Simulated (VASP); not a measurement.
# Ca in VASP: further runs

Runs on Ca. Level: PBEsol. Tasks: single point.

Program: VASP 6.6.1. These are calculated values, not measurements. Logs are shortened: lines on timing, memory, paths and dates and some standing lists are left out, and cuts for length are marked.

**1. The cell of the first run**

The cell holds a slab with vacuum, 7 atoms: a = 3.857 Å, b = 5.455 Å, c = 26.571 Å, α = 90.00°, β = 90.00°, γ = 90.00°.

**2. Single point, PBEsol**

File INCAR:

```
ALGO = Fast
DIPOL = 0.5 0.5 0.500
EDIFF = 1E-6
ENCUT = 520
GGA = PS
IDIPOL = 3
ISIF = 2
ISMEAR = 0
LASPH = T
LCHARG = T
LDIPOL = T
LELF = T
LREAL = F
LVACPOTAV = T
LVHAR = T
LWAVE = F
NBANDS = 44
NELM = 60
PREC = Accurate
SIGMA = 0.1
```

File KPOINTS:

```
k-points
0
Gamma
  9 7 1
```

File POSCAR:

```
Ca
1.0
    3.8570176973      0.0000000000      0.0000000000
    0.0000000000      5.4546467378      0.0000000000
    0.0000000000      0.0000000000     26.5710530919
Ca
7
Direct
    0.5000000000      0.5000000000      0.2822620531
    0.0000000000      0.0000000000      0.3548413688
    0.5000000000      0.5000000000      0.4274206844
    0.0000000000      0.0000000000      0.5000000000
    0.5000000000      0.5000000000      0.5725793156
    0.0000000000      0.0000000000      0.6451586312
    0.5000000000      0.5000000000      0.7177379469
```

Potentials or basis: VASP PAW PBE potentials, release 64 (Ca_sv).

Started as:

```sh
> cat potpaw_PBE.64/Ca_sv/POTCAR > POTCAR
> mpirun -np 1 vasp_std > vasp.out
```

OUTCAR:

```text
EDIFF = 1E-6
   ENCUT = 520
   GGA = PS
   ISIF = 2
   ISMEAR = 0
   LASPH = T
   LREAL = F
   NELM = 60
   PREC = Accurate

 ion  position               nearest neighbor table
   1  0.500  0.500  0.282-
   2  0.000  0.000  0.355-
   3  0.500  0.500  0.427-
   4  0.000  0.000  0.500-
   5  0.500  0.500  0.573-
   6  0.000  0.000  0.645-
   7  0.500  0.500  0.718-

  LATTYP: Found a simple orthorhombic cell.
 ALAT       =     3.8570176973
 B/A-ratio  =     1.4142135624
 C/A-ratio  =     6.8890150829

  Lattice vectors:

 A1 = (   3.8570176973,   0.0000000000,   0.0000000000)
 A2 = (   0.0000000000,   5.4546467378,   0.0000000000)
 A3 = (   0.0000000000,   0.0000000000,  26.5710530919)

Analysis of symmetry for initial positions (statically):
=====================================================================
 Subroutine PRICEL returns:
 Original cell was already a primitive cell.

 Routine SETGRP: Setting up the symmetry group for a
 simple orthorhombic supercell.

 Subroutine GETGRP returns: Found  8 space group operations
 (whereof  8 operations were pure point group operations)
 out of a pool of  8 trial point group operations.

The static configuration has the point symmetry D_2h.

Analysis of symmetry for dynamics (positions and initial velocities):
=====================================================================
 Subroutine PRICEL returns:
 Original cell was already a primitive cell.

 Routine SETGRP: Setting up the symmetry group for a
 simple orthorhombic supercell.

 Subroutine GETGRP returns: Found  8 space group operations
 (whereof  8 operations were pure point group operations)
 out of a pool of  8 trial point group operations.

The dynamic configuration has the point symmetry D_2h.

 Subroutine INISYM returns: Found  8 space group operations
 (whereof  8 operations are pure point group operations),
 and found     1 'primitive' translations

----------------------------------------------------------------------------------------

                                     Primitive cell

  volume of cell :     559.0196

  direct lattice vectors                    reciprocal lattice vectors
     3.857017697  0.000000000  0.000000000     0.259267672  0.000000000  0.000000000
     0.000000000  5.454646738  0.000000000     0.000000000  0.183329929  0.000000000
     0.000000000  0.000000000 26.571053092     0.000000000  0.000000000  0.037634940

  length of vectors
     3.857017697  5.454646738 26.571053092     0.259267672  0.183329929  0.037634940

  position of ions in fractional coordinates (direct lattice)
     0.500000000  0.500000000  0.282262053
     0.000000000  0.000000000  0.354841369
     0.500000000  0.500000000  0.427420684
     0.000000000  0.000000000  0.500000000
     0.500000000  0.500000000  0.572579316
     0.000000000  0.000000000  0.645158631
     0.500000000  0.500000000  0.717737947

  ion indices of the primitive-cell ions
   primitive index   ion index
                 1           1
                 2           2
                 3           3
                 4           4
                 5           5
                 6           6
                 7           7

----------------------------------------------------------------------------------------

 KPOINTS: k-points

Automatic generation of k-mesh.
 Grid dimensions read from file:
 generate k-points for:    9    7    1

 Generating k-lattice:

  Cartesian coordinates                     Fractional coordinates (reciprocal lattice)
     0.028807519  0.000000000  0.000000000     0.111111111  0.000000000  0.000000000
     0.000000000  0.026189990  0.000000000     0.000000000  0.142857143  0.000000000
     0.000000000  0.000000000  0.037634940     0.000000000  0.000000000  1.000000000

  Length of vectors
     0.028807519  0.026189990  0.037634940

  Shift w.r.t. Gamma in fractional coordinates (k-lattice)
     0.000000000  0.000000000  0.000000000

 Subroutine IBZKPT returns following result:
 ===========================================

 Found     20 irreducible k-points:

 Following reciprocal coordinates:
            Coordinates               Weight
  0.000000  0.000000  0.000000      1.000000
  0.111111  0.000000  0.000000      2.000000
  0.222222  0.000000  0.000000      2.000000
  0.333333  0.000000  0.000000      2.000000
  0.444444  0.000000  0.000000      2.000000
  0.000000  0.142857  0.000000      2.000000
[... 12 lines left out ...]
  0.333333  0.428571  0.000000      4.000000
  0.444444  0.428571  0.000000      4.000000
   k-points           NKPTS =     20   k-points in BZ     NKDIM =     20   number of bands    NBANDS=     44
   number of dos      NEDOS =    301   number of ions     NIONS =      7
   total plane-waves  NPLWV = 252000
   dimension x,y,z NGX =    30 NGY =   42 NGZ =  200
   dimension x,y,z NGXF=    60 NGYF=   84 NGZF=  400
   ions per type =               7
   NGX,Y,Z   is equivalent  to a cutoff of  12.93, 12.80, 12.51 a.u.
   NGXF,Y,Z  is equivalent  to a cutoff of  25.86, 25.60, 25.03 a.u.
 SYSTEM =  unknown system
   PREC   = accura    normal or accurate (medium, high low for compatibility)
   ISTART =      0    job   : 0-new  1-cont  2-samecut
   ICHARG =      2    charge: 1-file 2-atom 10-const
   ISPIN  =      1    spin polarized calculation?
   LNONCOLLINEAR =      F non collinear calculations
   LSORBIT =      F    spin-orbit coupling
   LASPH  =      T    aspherical Exc in radial PAW
   ENCUT  =  520.0 eV  38.22 Ry    6.18 a.u.   7.17 10.14 49.40*2*pi/ulx,y,z
   NELM   =     60;   NELMIN=  2; NELMDL= -5     # of ELM steps
   EDIFF  = 0.1E-05   stopping-criterion for ELM
   LREAL  =      F    real-space projection
   EDIFFG = 0.1E-04   stopping-criterion for IOM
   NSW    =      0    number of steps for IOM
   IBRION =     -1    ionic relax: 0-MD 1-quasi-New 2-CG
   NFREE  =      0    steps in history (QN), initial steepest desc. (CG)
   ISIF   =      2    stress and relaxation
   ISYM   =      2    0-nonsym 1-usesym 2-fastsym
   POTIM  = 0.5000    time-step for ionic-motion
   TEBEG  =    0.0;   TEEND  =   0.0 temperature during run
   PSTRESS=    0.0 pullay stress
   NELECT =      70.0000    total number of electrons
   NUPDOWN=      -1.0000    fix difference up-down
   EMIN   =  10.00;   EMAX   =-10.00  energy-range for DOS
   EFERMI =   0.00;   METHOD = LEGACY
   ISMEAR =     0;   SIGMA  =   0.10  broadening in eV -4-tet -1-fermi 0-gaus
   EFERMI_NEDOS =   21; number of points for ismear=-14 and -15
   IALGO  =     68    algorithm
   IMIX   =      4    mixing-type and parameters
     AMIX     =   0.40;   BMIX     =  1.00
     AMIX_MAG =   1.60;   BMIX_MAG =  1.00
  volume/ion in A,a.u.               =      79.86       538.92
  Fermi-wavevector in a.u.,A,eV,Ry     =   0.819028  1.547738  9.126871  0.670806
  Thomas-Fermi vector in A             =   1.929759
   LORBIT       =      0    0 simple, 1 ext, 2 COOP (PROOUT), +10 PAW based schemes
   GGA     = PS    functional components
   LHFCALC =     F    Hartree Fock is set to
   AEXX    =    0.0000 exact exchange contribution
   IVDW    =     0    specifies the selected vdW correction
   LEPSILON=     F    determine dielectric tensor
   LRPA    =     F    only Hartree local field effects (RPA)
 non-spin polarized calculation
 RMM-DIIS sequential band-by-band and
 Gauss-broadening in eV      SIGMA  =   0.10
  energy-cutoff  :      520.00
  volume of cell :      559.02
 maximum number of plane-waves:     15106
 NGX is ok and might be reduce to    30
   NGX = 15   NGY = 21   NGZ = 99

 dipolmoment           0.000000      0.000000      0.000000 electrons x Angstroem

 number of electron      70.0000010 magnetization

 dipolmoment           0.000000      0.000000     -0.000000 electrons x Angstroem

 Free energy of the ion-electron system (eV)
  ---------------------------------------------------
  ext. energy  EPLUGINS =         0.00000000
  ---------------------------------------------------
  free energy    TOTEN  =       -13.39232532 eV

  energy without entropy =      -13.33686729  energy(sigma->0) =      -13.36459631

 E-fermi :  -0.2421     XC(G=0):  -4.7520

 val. band max:       -0.2441862145   @ k =   0.3333   0.0000   0.0000
 cond. band min:      -0.2192853948   @ k =   0.0000   0.1429   0.0000
 fundamental gap:      0.0249008197
 Fermi energy:        -0.2420671633

 k-point     1 :       0.0000    0.0000    0.0000
  band No.  band energies     occupation
      1     -42.8042      2.00000
      2     -42.8042      2.00000
      3     -42.0448      2.00000
      4     -42.0447      2.00000
      5     -42.0003      2.00000
      6     -41.9792      2.00000
[... 36 lines left out ...]
     43       0.9471      0.00000
     44       1.3716      0.00000

 k-point     2 :       0.1111    0.0000    0.0000
  band No.  band energies     occupation
      1     -42.8036      2.00000
      2     -42.8036      2.00000
      3     -42.0441      2.00000
      4     -42.0440      2.00000
      5     -41.9993      2.00000
      6     -41.9786      2.00000
[... 36 lines left out ...]
     43       0.9684      0.00000
     44       1.2695      0.00000

 k-point     3 :       0.2222    0.0000    0.0000
  band No.  band energies     occupation
      1     -42.8020      2.00000
      2     -42.8020      2.00000
      3     -42.0423      2.00000
      4     -42.0422      2.00000
      5     -41.9968      2.00000
      6     -41.9778      2.00000
[... 36 lines left out ...]
     43       0.8359      0.00000
     44       1.0176      0.00000

 k-point     4 :       0.3333    0.0000    0.0000
  band No.  band energies     occupation
      1     -42.8002      2.00000
      2     -42.8002      2.00000
      3     -42.0403      2.00000
      4     -42.0402      2.00000
      5     -41.9939      2.00000
      6     -41.9772      2.00000
[... 694 lines left out ...]
     43       0.8431      0.00000
     44       1.1818      0.00000

 k-point    19 :       0.3333    0.4286    0.0000
  band No.  band energies     occupation
      1     -42.8002      2.00000
      2     -42.8002      2.00000
      3     -42.0401      2.00000
      4     -42.0401      2.00000
      5     -41.9930      2.00000
      6     -41.9782      2.00000
[... 36 lines left out ...]
     43       0.6354      0.00000
     44       0.7275      0.00000

 k-point    20 :       0.4444    0.4286    0.0000
  band No.  band energies     occupation
      1     -42.7990      2.00000
      2     -42.7990      2.00000
      3     -42.0389      2.00000
      4     -42.0388      2.00000
      5     -41.9917      2.00000
      6     -41.9770      2.00000
[... 36 lines left out ...]
     43       0.5748      0.00000
     44       0.9090      0.00000

------------------------ aborting loop because EDIFF is reached ----------------------------------------

  FORCE on cell =-STRESS in cart. coord.  units (eV):
  Direction    XX          YY          ZZ          XY          YZ          ZX
  --------------------------------------------------------------------------------------
  -------------------------------------------------------------------------------------
  Total        0.2259084     -1.9037139     -0.6010506     -0.0000000      0.0000000      0.0000000
  in kB        0.6474644     -5.4561366     -1.7226402     -0.0000000      0.0000000      0.0000000
  external PRESSURE =      -2.1771042 kB  Pullay stress =       0.0000000 kB

 VOLUME and BASIS-vectors are now :
 -----------------------------------------------------------------------------
  energy-cutoff  :      520.00
  volume of cell :      559.02
      direct lattice vectors                 reciprocal lattice vectors
     3.857017697  0.000000000  0.000000000     0.259267672  0.000000000  0.000000000
     0.000000000  5.454646738  0.000000000     0.000000000  0.183329929  0.000000000
     0.000000000  0.000000000 26.571053092     0.000000000  0.000000000  0.037634940

 POSITION                                       TOTAL-FORCE (eV/Angst)
 -----------------------------------------------------------------------------------
      1.92851      2.72732      7.50000         0.000000      0.000000      0.060336
      0.00000      0.00000      9.42851         0.000000      0.000000      0.012921
      1.92851      2.72732     11.35702        -0.000000     -0.000000     -0.070328
      0.00000      0.00000     13.28553         0.000000      0.000000      0.000000
      1.92851      2.72732     15.21404         0.000000      0.000000      0.070328
      0.00000      0.00000     17.14254         0.000000      0.000000     -0.012921
      1.92851      2.72732     19.07105         0.000000     -0.000000     -0.060336
 -----------------------------------------------------------------------------------
    total drift:                                0.000000      0.000000     -0.000000

  FREE ENERGIE OF THE ION-ELECTRON SYSTEM (eV)
  ---------------------------------------------------
  free  energy   TOTEN  =       -13.3923253236 eV

  energy  without entropy=      -13.3368672946  energy(sigma->0) =      -13.36459631

 vacuum level on the upper side and lower side of the slab         2.581         2.581
```

It took 13 min on 1 thread of AMD EPYC 9R45 (Zen 5), shared host; peak memory 0.7 GiB.

What came out:

```
Free energy            : -13.3923 eV
Largest force          : 0.070 eV/Å
Band gap on the k mesh : zero (bands 35 and 36 overlap by 0.24 eV)
```

Forces on the atoms (eV/Å):
```
Ca   0.000  0.000  0.060
Ca   0.000  0.000  0.013
Ca   0.000  0.000 -0.070
Ca   0.000  0.000  0.000
Ca   0.000  0.000  0.070
Ca   0.000  0.000 -0.013
Ca   0.000  0.000 -0.060
```

Caveat: the PAW data sets were made with another functional, which shifts forces and pressure a little.

**3. Single point, PBEsol**

File INCAR:

```
SYSTEM = Ca
PREC = Accurate ; ENCUT = 520
EDIFF = 1E-6 ; ISMEAR = 0
SIGMA = 0.1 ; LREAL = .False.
LASPH = .True. ; NELM = 100
ALGO = Fast ; ISIF = 2
LWAVE = .False. ; LCHARG = .False.
LDIPOL = .True. ; IDIPOL = 3
DIPOL = 0.5 0.5 0.500 ; GGA = PS
NBANDS = 44
```

File KPOINTS:

```
regular mesh
0
Gamma
  9 7 1
  0 0 0
```

File POSCAR:

```
Ca
1.0
    3.8570176973      0.0000000000      0.0000000000
    0.0000000000      5.4546467378      0.0000000000
    0.0000000000      0.0000000000     26.5710530919
Ca
7
Direct
    0.5000000000      0.5000000000      0.2856138473
    0.0000000000      0.0000000000      0.3564673826
    0.5000000000      0.5000000000      0.4272524356
    0.0000000000      0.0000000000      0.5000000040
    0.5000000000      0.5000000000      0.5727475544
    0.0000000000      0.0000000000      0.6435326089
    0.5000000000      0.5000000000      0.7143861672
```

Potentials or basis: VASP PAW PBE potentials, release 64 (Ca_sv).

Started as:

```sh
> cat potpaw_PBE.64/Ca_sv/POTCAR > POTCAR
> mpirun -np 1 vasp_std > vasp.out
```

Wall time 12 min (1 thread of AMD EPYC 9R45 (Zen 5), shared host); peak memory 0.71 GiB.

Results (log left out):

```yaml
Free_energy: -13.3979 eV
Largest_force: 0.009 eV/Å
Band_gap_on_the_k_mesh: zero (bands 35 and 36 overlap by 0.22 eV)
```

Forces in eV/Å, atoms in the order of the input:
```
Ca   0.000  0.000 -0.009
Ca   0.000  0.000 -0.001
Ca   0.000  0.000  0.002
Ca   0.000  0.000  0.000
Ca   0.000  0.000 -0.002
Ca   0.000  0.000  0.001
Ca   0.000  0.000  0.009
```

Levels at points of the mesh, in eV from the Fermi level:
| k point | band 31 | band 32 | band 33 | band 34 | band 35 | band 36 | band 37 | band 38 | band 39 | band 40 |
| --- | --- | --- | --- | --- | --- | --- | --- | --- | --- | --- |
| (0.00, 0.00, 0.00) | -2.68 | -1.72 | -0.76 | -0.39 | -0.06 | 0.06 | 0.40 | 0.61 | 0.78 | 0.84 |

Caveat: the PAW data sets were made with another functional, which shifts forces and pressure a little.

The gap in the log of VASP goes by the Fermi energy; the results here count the filled bands.